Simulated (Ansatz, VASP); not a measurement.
# CsBr: VASP beside Ansatz

```
CELL_PARAMETERS angstrom
3.51161 0.00000 0.00000
0.00000 3.51161 0.00000
0.00000 0.00000 3.51161
ATOMIC_POSITIONS crystal
Cs 0.00000 0.00000 0.00000
Br 0.50000 0.50000 0.50000
```

Change from the starting cell: volume scaled by 0.55, PAW files.

Alike in both runs: task electric field gradients; functional r2SCAN; k mesh 7 × 7 × 7; occupations fermi-dirac, width 0.03 eV; no spin polarisation.

```csv
,VASP,Ansatz
version,VASP 6.6.1,Ansatz 0.2.0
potentials or method,"VASP PAW PBE potentials, release 64 (Cs_sv, Br)","PAW with Ansatz's default frozen-core files, scalar-relativistic"
plane-wave cutoff (eV),440,500
valence electrons in the cell,16,16
```

```csv
,VASP,Ansatz,Ansatz less VASP
gap on the k mesh at the Fermi level (eV),3.10,3.14,+0.044
pressure (GPa),47.1,45.9,-1.14
```

VASP's potentials were made for PBE, not for r2SCAN. Both programs put the cell under a high pressure, so it lies far from rest at this level. The functional is the same, so the differences come from potentials, cutoffs and numerics.

Neither program's run includes spin-orbit coupling.
